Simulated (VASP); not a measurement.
# MgS (Fm-3m) in VASP: notebook, part 2 of 2

VASP 6.6.1.

### 3 G0W0 quasiparticle levels, PBE

POSCAR

```
MgS
1.0
    0.0000000000      2.6015177399      2.6015177399
    2.6015177399      0.0000000000      2.6015177399
    2.6015177399      2.6015177399      0.0000000000
Mg S
1 1
Direct
    0.0000000000      0.0000000000      0.0000000000
    0.5000000000      0.5000000000      0.5000000000
```

INCAR.step1

```
PREC = Accurate
ENCUT = 500
EDIFF = 1E-8
ISMEAR = 0
SIGMA = 0.01
LREAL = False
LASPH = True
NELM = 80
ALGO = Normal
LWAVE = True
LCHARG = False
GGA = PE
```

INCAR.step2

```
PREC = Accurate
ENCUT = 500
EDIFF = 1E-8
ISMEAR = 0
SIGMA = 0.01
LREAL = False
LASPH = True
NELM = 1
ALGO = Exact
LWAVE = True
LCHARG = False
GGA = PE
NBANDS = 154
LOPTICS = True
ISTART = 1
```

INCAR.step3

```
PREC = Accurate
ENCUT = 500
EDIFF = 1E-8
ISMEAR = 0
SIGMA = 0.01
LREAL = False
LASPH = True
ALGO = EVGW0
LWAVE = False
LCHARG = False
GGA = PE
NELMGW = 1
NBANDS = 154
ENCUTGW = 100.0
NOMEGA = 48
PRECFOCK = Fast
ISTART = 1
NBANDSGW = 12
```

KPOINTS

```
Automatic mesh
0
Gamma
  4 4 4
```

Potentials or basis: VASP PAW PBE potentials, release 64 (Mg_GW, S_GW).

Started as:

```bash
> cat potpaw_PBE.64/Mg_GW/POTCAR potpaw_PBE.64/S_GW/POTCAR > POTCAR
> cp INCAR.step1 INCAR
> mpirun -np 1 vasp_std > vasp.out
> cp INCAR.step2 INCAR
> mpirun -np 1 vasp_std > vasp.out
> cp INCAR.step3 INCAR
> mpirun -np 1 vasp_std > vasp.out
```

OUTCAR:

```text
PREC = Accurate
   ENCUT = 500
   EDIFF = 1E-8
   ISMEAR = 0
   LREAL = False
   LASPH = True
   GGA = PE
   NELMGW = 1
   ENCUTGW = 100.0
   PRECFOCK = Fast
   ISTART = 1

 ion  position               nearest neighbor table
   1  0.000  0.000  0.000-
   2  0.500  0.500  0.500-

  LATTYP: Found a face centered cubic cell.
 ALAT       =     5.2030354798

  Lattice vectors:

 A1 = (   0.0000000000,   2.6015177399,   2.6015177399)
 A2 = (   2.6015177399,   0.0000000000,   2.6015177399)
 A3 = (   2.6015177399,   2.6015177399,   0.0000000000)

Analysis of symmetry for initial positions (statically):
=====================================================================
 Subroutine PRICEL returns:
 Original cell was already a primitive cell.

 Routine SETGRP: Setting up the symmetry group for a
 face centered cubic supercell.

 Subroutine GETGRP returns: Found 48 space group operations
 (whereof 48 operations were pure point group operations)
 out of a pool of 48 trial point group operations.

The static configuration has the point symmetry O_h .

Analysis of symmetry for dynamics (positions and initial velocities):
=====================================================================
 Subroutine PRICEL returns:
 Original cell was already a primitive cell.

 Routine SETGRP: Setting up the symmetry group for a
 face centered cubic supercell.

 Subroutine GETGRP returns: Found 48 space group operations
 (whereof 48 operations were pure point group operations)
[... 101 lines left out ...]
   EFERMI_NEDOS =   21; number of points for ismear=-14 and -15
   IALGO  =     38    algorithm
   IMIX   =      4    mixing-type and parameters
     AMIX     =   0.40;   BMIX     =  1.00
     AMIX_MAG =   1.60;   BMIX_MAG =  1.00
  volume/ion in A,a.u.               =      17.61       118.82
  Fermi-wavevector in a.u.,A,eV,Ry     =   0.998929  1.887702 13.576703  0.997860
  Thomas-Fermi vector in A             =   2.131185
   LORBIT       =      0    0 simple, 1 ext, 2 COOP (PROOUT), +10 PAW based schemes
   GGA     = PE    functional components
   LHFCALC =     T    Hartree Fock is set to
   PRECFOCK=fast      Normal, Fast or Accurate (Low or Medium for compatibility)
   ENCUT4O =  -1.0   cutoff for four orbital integrals eV
   NKREDX  =     1    reduce k-point grid by
   NKREDY  =     1    reduce k-point grid by
   NKREDZ  =     1    reduce k-point grid by
   AEXX    =    1.0000 exact exchange contribution
   HFSCREEN=    0.0000 screening length (either q_TF or 0.3 A-1)
   HFSCREENC=   0.0000 screening length for correlation (either q_TF or 0.3 A-1)
   ENCUTFOCK=  -1.0 apply spherical cutoff to Coloumb kernel
   IVDW    =     0    specifies the selected vdW correction
   LEPSILON=     F    determine dielectric tensor
   LRPA    =     F    only Hartree local field effects (RPA)
   LRPAFORCE           =     F    calculate RPA forces
   ENCUTGW             = 100.0    cutoff for response function in eV
   ENCUTGWSOFT         =  80.0    soft cutoff for Coulomb kernel in GW response function in eV
   ENCUTLF             =  -1.0    cutoff for local field effects
   NELMGW              =     1    number of iterations in solving QP/BSE equation
   NELMHF              =     1    number of iterations in the inner HF iteration
   NKREDLFX            =     1    NKREDLFY  =   1   NKREDLFZ  =   1
 non-spin polarized calculation
 Gauss-broadening in eV      SIGMA  =   0.01
  energy-cutoff  :      500.00
  volume of cell :       35.21
 maximum number of plane-waves:       896
 NGX is ok and might be reduce to    28
  NGX = 16; NGY = 16; NGZ = 16
   NGX = 13   NGY = 13   NGZ = 13
 maximum number of plane-waves:        84
 NGX is ok and might be reduce to    14

 QP shifts <psi_nk| G(iteration)W_0 |psi_nk>: iteration 1
 for sc-GW calculations column KS-energies equals QP-energies in previous step
 and V_xc(KS)=  KS-energies - (<T + V_ion + V_H > + <T+V_H+V_ion>^1  + <V_x>^1)

 k-point   1 :       0.0000    0.0000    0.0000
  band No.  KS-energies  QP-energies   sigma(KS)   V_xc(KS)     V^pw_x(r,r')   Z            occupation Imag(sigma)

      1      -8.9031      -9.6591     -13.6612     -12.5924     -20.8482       0.7074       2.0000       1.5378
      2       3.7694       2.9348     -14.3837     -13.2991     -16.2918       0.7695       2.0000       0.0892
      3       3.7694       2.9348     -14.3837     -13.2991     -16.2918       0.7695       2.0000       0.0892
      4       3.7694       2.9348     -14.3837     -13.2991     -16.2918       0.7695       2.0000       0.0892
      5       7.4664       8.0639      -9.2527     -10.0068      -5.3349       0.7923       0.0000      -0.0728
      6      11.6705      12.2407      -8.6285      -9.3531      -4.2292       0.7868       0.0000      -0.1014
      7      11.6705      12.2407      -8.6285      -9.3531      -4.2292       0.7868       0.0000      -0.1014
      8      11.6705      12.2407      -8.6285      -9.3531      -4.2292       0.7868       0.0000      -0.1014
      9      14.0200      14.8009      -9.4495     -10.4704      -4.5845       0.7648       0.0000      -0.1565
     10      14.0200      14.8009      -9.4495     -10.4704      -4.5845       0.7648       0.0000      -0.1565
     11      16.3030      16.2658      -7.3037      -7.2547      -1.8104       0.7577       0.0000      -0.3374
     12      16.9252      17.4012      -7.8094      -8.4478      -2.0448       0.7456       0.0000      -0.4221
[... 100 lines left out ...]
      1      -7.1745      -7.7006     -14.5532     -13.7976     -21.4358       0.6963       2.0000       1.1341
      2       0.5322      -0.5367     -12.6786     -11.2429     -15.3373       0.7445       2.0000       0.1268
      3       0.5322      -0.5367     -12.6786     -11.2429     -15.3373       0.7445       2.0000       0.1268
      4       1.4018       0.4599     -12.7127     -11.4684     -14.9863       0.7569       2.0000       0.1056
      5       8.9898       9.6781      -9.5016     -10.3801      -5.6087       0.7835       0.0000      -0.0796
      6      11.6928      12.2368      -9.3454     -10.0469      -4.8531       0.7756       0.0000      -0.1113
      7      11.6928      12.2368      -9.3454     -10.0469      -4.8531       0.7756       0.0000      -0.1113
      8      11.7890      12.4217      -8.5524      -9.3748      -3.8719       0.7692       0.0000      -0.1296
      9      18.0550      18.5870      -9.1236      -9.8361      -3.0984       0.7467       0.0000      -0.5280
     10      18.0550      18.5870      -9.1236      -9.8361      -3.0984       0.7467       0.0000      -0.5280
     11      19.3448      20.0281      -9.7333     -10.6351      -3.7099       0.7576       0.0000      -0.5852
     12      19.4521      20.3208     -10.8933     -12.0562      -4.7658       0.7470       0.0000      -0.5041
```

OUTCAR.step2:

```text
PREC = Accurate
   ENCUT = 500
   EDIFF = 1E-8
   ISMEAR = 0
   LREAL = False
[... 689 lines left out ...]
     0.00000     7.08112     7.08112     7.08112     0.00000     0.00000    -0.00000
     1.86436     7.79506     7.79506     7.79506     0.00000     0.00000    -0.00000
     3.72872    10.62136    10.62136    10.62136     0.00000     0.00000    -0.00000
     5.59308     1.89331     1.89331     1.89331     0.00000     0.00000    -0.00000
     7.45744     0.51806     0.51806     0.51806    -0.00000    -0.00000     0.00000
     9.32180    -2.48943    -2.48943    -2.48943    -0.00000    -0.00000     0.00000
[... 92 lines left out ...]
   182.70722     0.99007     0.99007     0.99007    -0.00000    -0.00000     0.00000
   184.57158     0.99028     0.99028     0.99028    -0.00000    -0.00000     0.00000
```

Wall time 87 s (1 thread of Intel Xeon Platinum 8488C (Sapphire Rapids), shared host); peak memory 0.31 GiB.

What came out:

| Property | Result |
| --- | --- |
| Quasiparticle gap | 4.17 eV |
| Least direct quasiparticle gap | 5.13 eV |
| Band gap of the starting levels on the mesh | 2.75 eV |
| Least direct gap of the starting levels on the mesh | 3.70 eV |

Caveat: the k points lie up to 0.52 Å⁻¹ apart; bands, screening cutoff and mesh are small and nothing is extrapolated, so the quasiparticle values aren't converged.
